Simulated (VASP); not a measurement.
GaP:

```
Ga P
1.0
     0.00000    2.70696    2.70696
     2.70696    0.00000    2.70696
     2.70696    2.70696    0.00000
Ga P
1 1
Direct
  0.00000 0.00000 0.00000
  0.75000 0.75000 0.75000
```

Base run:

* Program: VASP 6.6.1
* Functional: PBEsol
* Potentials or basis: VASP PAW PBE potentials, release 64 (Ga_d, P)
* Cutoff: 520 eV
* k mesh: 8 × 8 × 8
* Occupations: fermi-dirac, width 0.05 eV
* Spin: no spin polarisation

Its results: band gap on the k mesh 1.47 eV, indirect (least direct gap 1.92 eV); pressure 1.1 GPa.

Problem. The run is repeated on the same cell with these changes: functional from PBEsol to revPBE. What comes out?

Solution. Band gap on the k mesh 1.67 eV, indirect (least direct gap 2.09 eV); pressure 5.8 GPa.

revPBE binds less tightly than PBEsol, so the same cell stands under more pressure.

Caveats: the PAW data sets were made with another functional, which shifts forces and pressure a little.

A k mesh can miss the band edges.
